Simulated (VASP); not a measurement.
Ga3BSb2:

```
Ga B Sb
1.0
     4.62261    0.00000    0.00000
     0.00000    4.62261    0.00000
     0.00000    0.00000    6.58295
Ga B Sb
3 1 2
Cartesian
  2.3113 2.3113 0.0000
  0.0000 0.0000 0.0000
  2.3113 2.3113 3.2915
  0.0000 0.0000 3.2915
  0.0000 2.3113 1.7636
  2.3113 0.0000 4.8193
```

The cell was generated, and may not be a known phase.

| Item | Value |
| --- | --- |
| Program | VASP 6.6.1 |
| Task | relaxation of cell and atoms |
| Functional | PBE |
| Potentials or basis | VASP PAW PBE potentials, release 64 (Ga_d, B, Sb) |
| Cutoff | 600 eV |
| k mesh | 4 × 4 × 4 |
| Occupations | gaussian, width 0.1 eV |
| Spin | no spin polarisation |

At the start: pressure 1.8 GPa; volume 23.44 Å³/atom.

Problem. Where does the relaxation end?

Solution. Over 27 steps the energy falls by 138.9 meV/atom and the volume is 23.19 Å³/atom (-1.1 %); space group P-4m2 (No. 115, to 0.1 Å) before and after.

The path:
```tsv
step	energy change (eV)	largest force (eV/Å)	pressure (GPa)	volume (Å³)
1	0.0000	0.7168	1.85	140.67
2	-0.0852	0.5845	0.12	146.24
3	-0.1089	0.5192	-0.96	150.72
4	-0.1755	0.4090	-0.75	149.50
5	-0.3032	0.1843	0.43	145.68
6	-0.3037	0.3691	0.87	144.83
7	-0.3412	0.5703	0.74	145.87
8	-0.4035	1.0906	0.86	148.38
9	-0.4866	0.9503	0.06	150.61
10	-0.5854	0.6381	-1.37	154.36
11	-0.5572	0.1111	-3.13	160.72
12	-0.6147	0.3861	-2.14	156.65
13	-0.6933	0.3534	-1.51	152.71
14	-0.7101	0.3511	-1.11	150.55
15	-0.7110	0.3547	-1.04	150.06
16	-0.7436	0.4644	-0.46	147.29
17	-0.7701	0.6929	1.17	141.08
18	-0.7877	0.5930	0.97	140.59
19	-0.8197	0.2944	0.65	139.10
20	-0.8221	0.1617	0.60	138.42
21	-0.8223	0.1831	0.60	138.53
22	-0.8282	0.1161	0.18	139.63
23	-0.8299	0.0523	-0.24	140.73
24	-0.8299	0.0567	-0.21	140.66
25	-0.8310	0.0516	-0.15	140.36
26	-0.8321	0.0461	-0.08	139.96
27	-0.8332	0.0377	0.11	139.17
```

Final structure:
```
Ga B Sb
1.0
     4.03148    0.00000    0.00000
     0.00000    4.03148    0.00000
     0.00000    0.00000    8.56251
Ga B Sb
3 1 2
Direct
  0.50000 0.50000 0.00000
  0.00000 0.00000 0.00000
  0.50000 0.50000 0.50000
  0.00000 0.00000 0.50000
  0.00000 0.50000 0.30140
  0.50000 0.00000 0.69860
```

Caveat: a cell axis changed by over 15 % at a fixed basis, so the end point is rough.
